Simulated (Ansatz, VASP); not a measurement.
One calculation of Ba, two programs

```
Ba
1.0
     3.63689    0.00000    0.00000
     0.00000    3.63689    0.00000
     0.00000    0.00000    3.63689
Ba
1
Cartesian
  0.0000 0.0000 0.0000
```

Change from the starting cell: volume scaled by 0.8.

Alike in both runs: task single point; functional PBE; k mesh 7 × 7 × 7; occupations gaussian, width 0.05 eV; no spin polarisation.

|  | VASP | Ansatz |
| --- | --- | --- |
| version | VASP 6.6.1 | Ansatz 0.2.0 |
| potentials or method | VASP PAW PBE potentials, release 64 (Ba_sv), cutoff 520 eV | all-electron LAPW, scalar-relativistic |

|  | VASP | Ansatz | Ansatz less VASP |
| --- | --- | --- | --- |
| gap on the k mesh at the Fermi level (eV) | none | none | - |
| pressure (GPa) | 2.7 | 2.3 | -0.35 |

A gap of «none» marks a metal or a gap that the smearing closes. Ansatz ran all-electron here, and VASP with PAW potentials.

Neither program's run includes spin-orbit coupling.
